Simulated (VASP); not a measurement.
Write the native input for VASP 6.6.1 that does the following.

| Item | Value |
| --- | --- |
| Task | single point |
| Functional | PBE |
| Potentials or basis | VASP PAW PBE potentials, release 64 (Bi_d, Se) |
| Cutoff | 520 eV |
| k mesh | 6 × 6 × 6 |
| Occupations | gaussian, width 0.02 eV |
| Spin | no spin polarisation |
| Dipole correction | no |
| Further INCAR settings | ALGO = Normal; EDIFF = 1e-06; NBANDS = 32 |

The structure of Bi2Se3 lies in POSCAR:

```
Bi2Se3
1.0
    2.0937925788      1.2088517090     11.0586337003
   -2.0937925788      1.2088517090     11.0586337003
    0.0000000000     -2.4177034179     11.0586337003
Bi Se
2 3
Direct
    0.3921805942      0.3921805942      0.3921805942
    0.6078194058      0.6078194058      0.6078194058
    0.0000000000      0.0000000000      0.0000000000
    0.2273049651      0.2273049651      0.2273049651
    0.7726950349      0.7726950349      0.7726950349
```

This cell differs from its parent crystal: volume scaled by 1.06, then relaxed in part.

These files were run (other wordings do the same):

INCAR

```
PREC = Accurate ; ENCUT = 520
EDIFF = 1E-6 ; ISMEAR = 0
SIGMA = 0.02 ; LREAL = F
LASPH = T ; NELM = 100
ALGO = Normal ; ISIF = 2
LWAVE = F ; LCHARG = F
GGA = PE ; NBANDS = 32
```

KPOINTS

```
regular mesh
0
Gamma
  6 6 6
```

Potentials or basis: VASP PAW PBE potentials, release 64 (Bi_d, Se).

Launch:

```console
$ cat potpaw_PBE.64/Bi_d/POTCAR potpaw_PBE.64/Se/POTCAR > POTCAR
$ mpirun -np 1 vasp_std > vasp.out
```

It gave:

| Quantity | Value |
| --- | --- |
| Pressure | -0.1 GPa |
| Largest force | 0.013 eV/Å |
| Band gap on the k mesh | 0.79 eV, indirect (least direct gap 0.96 eV) |

Caveat: spin-orbit coupling is left out, which moves the levels of the heavy elements.

Wall time 11 min on 1 thread of Intel(R) Xeon(R) 6975P-C (Granite Rapids), with other jobs on the host, peak memory 1.1 GiB.
